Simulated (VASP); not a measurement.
Cd, 2 atoms in the cell. The structure is tetragonal, space group I4_1/amd (No. 141). The conventional cell has a = 5.773 Å, b = 5.773 Å, c = 2.948 Å, α = 90.00°, β = 90.00°, γ = 90.00°. Within 3.9 Å of Cd (site symmetry -4m2) lie 10 Cd at 2.95 to 3.64 Å.  This cell differs from its parent crystal: volume scaled by 0.95.

| Property | Result |
| --- | --- |
| Program | VASP 6.6.1 |
| Task | single point |
| Functional | PBE |
| Potentials or basis | VASP PAW PBE potentials, release 64 (Cd) |
| Cutoff | 520 eV |
| k mesh | 14 × 14 × 14 |
| Occupations | fermi-dirac, width 0.1 eV |
| Spin | no spin polarisation |
| Dipole correction | no |
| Further INCAR settings | ALGO = Normal; EDIFF = 1e-06; NBANDS = 19 |

Potentials or basis: VASP PAW PBE potentials, release 64 (Cd).

Launch:

```sh
$ cat potpaw_PBE.64/Cd/POTCAR > POTCAR
$ mpirun -np 1 vasp_std > vasp.out
```

Hardware: 1 thread of Oxide Virtual Turin-like Processor (shared host).

Problem. How long does it take, and how much memory?

Solution. Run time: 3 min on 1 thread of Oxide Virtual Turin-like Processor (shared host), peak memory 0.27 GiB. Counts: scf iterations 11, k points 244.
